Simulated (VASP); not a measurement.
# GaN (F-43m) in VASP: a series of runs

Runs on GaN. Level: r2SCAN. Tasks: single point.

Everything below comes from runs of VASP 6.6.1. Logs are shortened: lines on timing, memory, paths and dates and some standing lists are left out, and cuts for length are marked.

## 1. The cell of the first run

The structure is cubic, space group F-43m (No. 216). Conventional cell: a = 4.446 Å, b = 4.446 Å, c = 4.446 Å, α = 90.00°, β = 90.00°, γ = 90.00°. Ga (site symmetry -43m) has 4 N at 1.93 Å within 2.6 Å. Within 2.6 Å of N (site symmetry -43m) lie 4 Ga at 1.93 Å.

## 2. Single point, r2SCAN

File POSCAR:

```
GaN
1.0
    0.0000000000      2.2230445503      2.2230445503
    2.2230445503      0.0000000000      2.2230445503
    2.2230445503      2.2230445503      0.0000000000
Ga N
1 1
Direct
    0.0000000000      0.0000000000      0.0000000000
    0.7500000000      0.7500000000      0.7500000000
```

File INCAR.step1:

```
ALGO     = Normal         # electronic algorithm
EDIFF    = 1E-5           # SCF threshold, eV
ENCUT    = 1460           # plane-wave cutoff, eV
GGA      = PE             # functional
GGA_COMPAT= F            
ISMEAR   = 0              # smearing method
LASPH    = T              # aspherical terms in the spheres
LCHARG   = F              # write CHGCAR
LREAL    = F              # projectors in reciprocal space
LWAVE    = T              # write WAVECAR
NBANDS   = 16             # bands
NELM     = 120            # most SCF steps
PREC     = Accurate       # precision mode
SIGMA    = 0.01           # smearing width, eV
```

File INCAR.step2:

```
ALGO     = Normal         # electronic algorithm
EDIFF    = 1E-6           # SCF threshold, eV
ENCUT    = 1460           # plane-wave cutoff, eV
GGA_COMPAT= F            
ISIF     = 2              # what is computed and relaxed
ISMEAR   = 0              # smearing method
ISTART   = 1            
LASPH    = T              # aspherical terms in the spheres
LCHARG   = T              # write CHGCAR
LELF     = T              # ELF
LMIXTAU  = T            
LREAL    = F              # projectors in reciprocal space
LVHAR    = T            
LWAVE    = F              # write WAVECAR
METAGGA  = R2SCAN         # meta-GGA
NBANDS   = 16             # bands
NELM     = 120            # most SCF steps
PREC     = Accurate       # precision mode
SIGMA    = 0.01           # smearing width, eV
```

File KPOINTS:

```
k-points
0
Gamma
  8 8 8
```

Potentials or basis: VASP PAW PBE potentials, release 64 (Ga_d, N_h).

Command:

```
$ cat potpaw_PBE.64/Ga_d/POTCAR potpaw_PBE.64/N_h/POTCAR > POTCAR
$ cp INCAR.step1 INCAR
$ mpirun -np 1 vasp_std > vasp.out
$ cp INCAR.step2 INCAR
$ mpirun -np 1 vasp_std > vasp.out
```

OUTCAR:

```text
EDIFF = 1E-6
   ENCUT = 1460
   ISIF = 2
   ISMEAR = 0
   ISTART = 1
   LASPH = T
   LREAL = F
   METAGGA = R2SCAN
   NELM = 120
   PREC = Accurate

 ion  position               nearest neighbor table
   1  0.000  0.000  0.000-   2 1.93   2 1.93   2 1.93   2 1.93
   2  0.750  0.750  0.750-   1 1.93   1 1.93   1 1.93   1 1.93

  LATTYP: Found a face centered cubic cell.
 ALAT       =     4.4460891006

  Lattice vectors:

 A1 = (   0.0000000000,   2.2230445503,   2.2230445503)
 A2 = (   2.2230445503,   0.0000000000,   2.2230445503)
 A3 = (   2.2230445503,   2.2230445503,   0.0000000000)

Analysis of symmetry for initial positions (statically):
=====================================================================
 Subroutine PRICEL returns:
 Original cell was already a primitive cell.

 Routine SETGRP: Setting up the symmetry group for a
 face centered cubic supercell.

 Subroutine GETGRP returns: Found 24 space group operations
 (whereof 24 operations were pure point group operations)
 out of a pool of 48 trial point group operations.

The static configuration has the point symmetry T_d .

Analysis of symmetry for dynamics (positions and initial velocities):
=====================================================================
 Subroutine PRICEL returns:
 Original cell was already a primitive cell.

 Routine SETGRP: Setting up the symmetry group for a
 face centered cubic supercell.

 Subroutine GETGRP returns: Found 24 space group operations
 (whereof 24 operations were pure point group operations)
 out of a pool of 48 trial point group operations.

The dynamic configuration has the point symmetry T_d .

 Subroutine INISYM returns: Found 24 space group operations
 (whereof 24 operations are pure point group operations),
 and found     1 'primitive' translations

----------------------------------------------------------------------------------------

                                     Primitive cell

  volume of cell :      21.9722

  direct lattice vectors                    reciprocal lattice vectors
     0.000000000  2.223044550  2.223044550    -0.224916770  0.224916770  0.224916770
     2.223044550  0.000000000  2.223044550     0.224916770 -0.224916770  0.224916770
     2.223044550  2.223044550  0.000000000     0.224916770  0.224916770 -0.224916770

  length of vectors
     3.143859753  3.143859753  3.143859753     0.389567273  0.389567273  0.389567273

  position of ions in fractional coordinates (direct lattice)
     0.000000000  0.000000000  0.000000000
     0.750000000  0.750000000  0.750000000

  ion indices of the primitive-cell ions
   primitive index   ion index
                 1           1
                 2           2

----------------------------------------------------------------------------------------

 KPOINTS: k-points

Automatic generation of k-mesh.
 Grid dimensions read from file:
 generate k-points for:    8    8    8

 Generating k-lattice:

  Cartesian coordinates                     Fractional coordinates (reciprocal lattice)
    -0.028114596  0.028114596  0.028114596     0.125000000  0.000000000  0.000000000
     0.028114596 -0.028114596  0.028114596     0.000000000  0.125000000  0.000000000
     0.028114596  0.028114596 -0.028114596     0.000000000  0.000000000  0.125000000

  Length of vectors
     0.048695909  0.048695909  0.048695909

  Shift w.r.t. Gamma in fractional coordinates (k-lattice)
     0.000000000  0.000000000  0.000000000

 Subroutine IBZKPT returns following result:
 ===========================================

 Found     29 irreducible k-points:

 Following reciprocal coordinates:
            Coordinates               Weight
  0.000000  0.000000  0.000000      1.000000
  0.125000  0.000000  0.000000      8.000000
  0.250000  0.000000  0.000000      8.000000
  0.375000  0.000000  0.000000      8.000000
  0.500000  0.000000  0.000000      4.000000
  0.125000  0.125000  0.000000      6.000000
[... 16 lines left out ...]
  0.500000  0.250000  0.125000     48.000000
 -0.375000  0.250000  0.125000     24.000000
 [... further k-points ...]
   k-points           NKPTS =     29   k-points in BZ     NKDIM =     29   number of bands    NBANDS=     16
   number of dos      NEDOS =    301   number of ions     NIONS =      2
   total plane-waves  NPLWV =  64000
   dimension x,y,z NGX =    40 NGY =   40 NGZ =   40
   dimension x,y,z NGXF=    80 NGYF=   80 NGZF=   80
   ions per type =               1   1
   NGX,Y,Z   is equivalent  to a cutoff of  21.15, 21.15, 21.15 a.u.
   NGXF,Y,Z  is equivalent  to a cutoff of  42.30, 42.30, 42.30 a.u.
 SYSTEM =  unknown system
   PREC   = accura    normal or accurate (medium, high low for compatibility)
   ISTART =      1    job   : 0-new  1-cont  2-samecut
   ICHARG =      0    charge: 1-file 2-atom 10-const
   ISPIN  =      1    spin polarized calculation?
   LNONCOLLINEAR =      F non collinear calculations
   LSORBIT =      F    spin-orbit coupling
   LASPH  =      T    aspherical Exc in radial PAW
   ENCUT  = 1460.0 eV 107.31 Ry   10.36 a.u.   9.79  9.79  9.79*2*pi/ulx,y,z
   NELM   =    120;   NELMIN=  2; NELMDL=  0     # of ELM steps
   EDIFF  = 0.1E-05   stopping-criterion for ELM
   LREAL  =      F    real-space projection
[... 7 lines left out ...]
   TEBEG  =    0.0;   TEEND  =   0.0 temperature during run
   PSTRESS=    0.0 pullay stress
   NELECT =      18.0000    total number of electrons
   NUPDOWN=      -1.0000    fix difference up-down
   EMIN   =  10.00;   EMAX   =-10.00  energy-range for DOS
   EFERMI =   0.00;   METHOD = LEGACY
   ISMEAR =     0;   SIGMA  =   0.01  broadening in eV -4-tet -1-fermi 0-gaus
   EFERMI_NEDOS =   21; number of points for ismear=-14 and -15
   IALGO  =     38    algorithm
   IMIX   =      4    mixing-type and parameters
     AMIX     =   0.40;   BMIX     =  1.00
     AMIX_MAG =   1.60;   BMIX_MAG =  1.00
  volume/ion in A,a.u.               =      10.99        74.14
  Fermi-wavevector in a.u.,A,eV,Ry     =   1.531819  2.894719 31.925662  2.346470
  Thomas-Fermi vector in A             =   2.639111
   LORBIT       =      0    0 simple, 1 ext, 2 COOP (PROOUT), +10 PAW based schemes
   METAGGA = R2SCAN    functional components
   LHFCALC =     F    Hartree Fock is set to
   AEXX    =    0.0000 exact exchange contribution
   IVDW    =     0    specifies the selected vdW correction
   LEPSILON=     F    determine dielectric tensor
   LRPA    =     F    only Hartree local field effects (RPA)
 non-spin polarized calculation
 Gauss-broadening in eV      SIGMA  =   0.01
  energy-cutoff  :     1460.00
  volume of cell :       21.97
 maximum number of plane-waves:      2797
   NGX = 19   NGY = 19   NGZ = 19

 number of electron      18.0000001 magnetization

 Free energy of the ion-electron system (eV)
  ---------------------------------------------------
  ext. energy  EPLUGINS =         0.00000000
  ---------------------------------------------------
  free energy    TOTEN  =       -21.87684483 eV

  energy without entropy =      -21.87684483  energy(sigma->0) =      -21.87684483

 E-fermi :   5.9021     XC(G=0): -12.8692

 val. band max:        5.7781317893   @ k =   0.0000   0.0000   0.0000
 cond. band min:       8.1676747309   @ k =   0.0000   0.0000   0.0000
 fundamental gap:      2.3895429416
 Fermi energy:         5.9021147546

 k-point     1 :       0.0000    0.0000    0.0000
  band No.  band energies     occupation
      1     -11.3149      2.00000
      2      -8.0913      2.00000
      3      -8.0913      2.00000
      4      -8.0913      2.00000
      5      -7.6940      2.00000
      6      -7.6940      2.00000
[... 8 lines left out ...]
     15      25.8355      0.00000
     16      25.8355      0.00000

 k-point     2 :       0.1250    0.0000    0.0000
  band No.  band energies     occupation
      1     -11.1318      2.00000
      2      -8.0671      2.00000
      3      -8.0671      2.00000
      4      -8.0284      2.00000
      5      -7.6958      2.00000
      6      -7.6958      2.00000
[... 8 lines left out ...]
     15      24.0660      0.00000
     16      24.2321      0.00000

 k-point     3 :       0.2500    0.0000    0.0000
  band No.  band energies     occupation
      1     -10.7022      2.00000
      2      -8.0185      2.00000
      3      -8.0185      2.00000
      4      -7.7407      2.00000
      5      -7.6890      2.00000
      6      -7.6890      2.00000
[... 8 lines left out ...]
     15      23.7086      0.00000
     16      23.7087      0.00000

 k-point     4 :       0.3750    0.0000    0.0000
  band No.  band energies     occupation
      1     -10.3326      2.00000
      2      -7.9886      2.00000
      3      -7.9886      2.00000
      4      -7.6614      2.00000
      5      -7.6614      2.00000
      6      -7.0775      2.00000
[... 8 lines left out ...]
     15      25.3658      0.00000
     16      25.3658      0.00000

 k-point     5 :       0.5000    0.0000    0.0000
  band No.  band energies     occupation
      1     -10.2098      2.00000
      2      -7.9823      2.00000
      3      -7.9823      2.00000
      4      -7.6433      2.00000
      5      -7.6433      2.00000
      6      -6.5584      2.00000
[... 8 lines left out ...]
     15      27.0330      0.00000
     16      27.0330      0.00000

 k-point     6 :       0.1250    0.1250    0.0000
  band No.  band energies     occupation
      1     -11.0717      2.00000
      2      -8.0447      2.00000
      3      -8.0447      2.00000
      4      -8.0376      2.00000
      5      -7.7105      2.00000
      6      -7.6810      2.00000
[... 8 lines left out ...]
     15      26.9891      0.00000
     16      26.9897      0.00000
[... 267 lines left out ...]
 k-point    21 :       0.5000    0.5000    0.0000
  band No.  band energies     occupation
      1      -9.9683      2.00000
      2      -7.9739      2.00000
      3      -7.7323      2.00000
      4      -7.7323      2.00000
      5      -7.6052      2.00000
      6      -6.1860      2.00000
[... 8 lines left out ...]
     15      29.2942      0.00000
     16      31.5224      0.00000

 k-point    22 :       0.3750    0.2500    0.1250
  band No.  band energies     occupation
      1     -10.4163      2.00000
      2      -7.9674      2.00000
      3      -7.9445      2.00000
      4      -7.8000      2.00000
      5      -7.6643      2.00000
      6      -7.3837      2.00000
[... 8 lines left out ...]
     15      26.2243      0.00000
     16      28.6981      0.00000

 k-point    23 :       0.5000    0.2500    0.1250
  band No.  band energies     occupation
      1     -10.1641      2.00000
      2      -7.9543      2.00000
      3      -7.9067      2.00000
      4      -7.7539      2.00000
      5      -7.6561      2.00000
      6      -6.7143      2.00000
[... 8 lines left out ...]
     15      26.4231      0.00000
     16      28.4190      0.00000

 k-point    24 :      -0.3750    0.2500    0.1250
  band No.  band energies     occupation
      1     -10.0810      2.00000
      2      -7.9589      2.00000
      3      -7.8915      2.00000
      4      -7.7210      2.00000
      5      -7.6592      2.00000
      6      -6.2544      2.00000
[... 8 lines left out ...]
     15      25.9107      0.00000
     16      28.3843      0.00000

 [... further k-points ...]
[... 5 lines left out ...]
  --------------------------------------------------------------------------------------
  -------------------------------------------------------------------------------------
  Total        1.1542561      1.1542561      1.1542561     -0.0000000      0.0000000      0.0000000
  in kB       84.1663044     84.1663044     84.1663044     -0.0000000      0.0000000      0.0000000
  external PRESSURE =      84.1663044 kB  Pullay stress =       0.0000000 kB

 VOLUME and BASIS-vectors are now :
 -----------------------------------------------------------------------------
  energy-cutoff  :     1460.00
  volume of cell :       21.97
      direct lattice vectors                 reciprocal lattice vectors
     0.000000000  2.223044550  2.223044550    -0.224916770  0.224916770  0.224916770
     2.223044550  0.000000000  2.223044550     0.224916770 -0.224916770  0.224916770
     2.223044550  2.223044550  0.000000000     0.224916770  0.224916770 -0.224916770

 POSITION                                       TOTAL-FORCE (eV/Angst)
 -----------------------------------------------------------------------------------
      0.00000      0.00000      0.00000         0.000000      0.000000      0.000000
      3.33457      3.33457      3.33457        -0.000000     -0.000000     -0.000000
 -----------------------------------------------------------------------------------
    total drift:                                0.000000      0.000000      0.000000

  FREE ENERGIE OF THE ION-ELECTRON SYSTEM (eV)
  ---------------------------------------------------
  free  energy   TOTEN  =       -21.8768448311 eV

  energy  without entropy=      -21.8768448311  energy(sigma->0) =      -21.87684483
```

It took 2.6 min on 1 thread of AMD EPYC 7R13 (Zen 3), shared host; peak memory 0.26 GiB.

What came out:

- Free energy: -21.8768 eV
- Pressure: 8.4 GPa
- Band gap on the k mesh: 2.39 eV

Caveat: the cell stands under pressure; the PAW data sets were made with another functional, which shifts forces and pressure a little.

## 3. Single point, r2SCAN

This run uses another cell than the first one, of 11.90 Å³/atom.

File POSCAR:

```
GaN
1.0
    0.0000000000      2.2831557297      2.2831557297
    2.2831557297      0.0000000000      2.2831557297
    2.2831557297      2.2831557297      0.0000000000
Ga N
1 1
Direct
    0.0000000000      0.0000000000      0.0000000000
    0.7500000000      0.7500000000      0.7500000000
```

File INCAR.step1:

```
SYSTEM = GaN
  ALGO = Normal
  EDIFF = 1E-5
  ENCUT = 1460
  GGA = PE
  GGA_COMPAT = .False.
  ISMEAR = 0
  LASPH = .True.
  LCHARG = .False.
  LREAL = .False.
  LWAVE = .True.
  NBANDS = 16
  NELM = 120
  PREC = Accurate
  SIGMA = 0.01
```

File INCAR.step2:

```
SYSTEM = GaN
  ALGO = Normal
  EDIFF = 1E-6
  ENCUT = 1460
  GGA_COMPAT = .False.
  ISIF = 2
  ISMEAR = 0
  ISTART = 1
  LASPH = .True.
  LCHARG = .True.
  LELF = .True.
  LMIXTAU = .True.
  LREAL = .False.
  LVHAR = .True.
  LWAVE = .False.
  METAGGA = R2SCAN
  NBANDS = 16
  NELM = 120
  PREC = Accurate
  SIGMA = 0.01
```

File KPOINTS:

```
k-points
0
Gamma
  8 8 8
  0 0 0
```

Potentials or basis: VASP PAW PBE potentials, release 64 (Ga_d, N_h).

Command:

```
$ cat potpaw_PBE.64/Ga_d/POTCAR potpaw_PBE.64/N_h/POTCAR > POTCAR
$ cp INCAR.step1 INCAR
$ mpirun -np 1 vasp_std > vasp.out
$ cp INCAR.step2 INCAR
$ mpirun -np 1 vasp_std > vasp.out
```

It took 2.4 min on 1 thread of Intel Xeon Platinum 8259CL at 2.50GHz (Skylake/Cascade Lake), shared host; peak memory 0.29 GiB.

Results (log left out):

```yaml
Free_energy: -21.8790 eV
Pressure: -7.1 GPa
Band_gap_on_the_k_mesh: 1.86 eV
```

Levels at points of the mesh, in eV from the valence-band top:
```
           k point  band 5  band 6  band 7  band 8  band 9  band 10  band 11  band 12  band 13  band 14
(0.00, 0.00, 0.00)  -13.50  -13.50    0.00    0.00    0.00     1.86    10.75    10.75    10.75    18.00
(0.50, 0.00, 0.00)  -13.46  -12.38   -6.90   -0.95   -0.95     4.88     9.23    10.79    10.79    16.15
(0.50, 0.50, 0.00)  -13.43  -11.99   -6.05   -2.64   -2.64     3.75     7.00    12.28    14.51    14.51
```

Caveat: the cell stands under tension; the PAW data sets were made with another functional, which shifts forces and pressure a little.
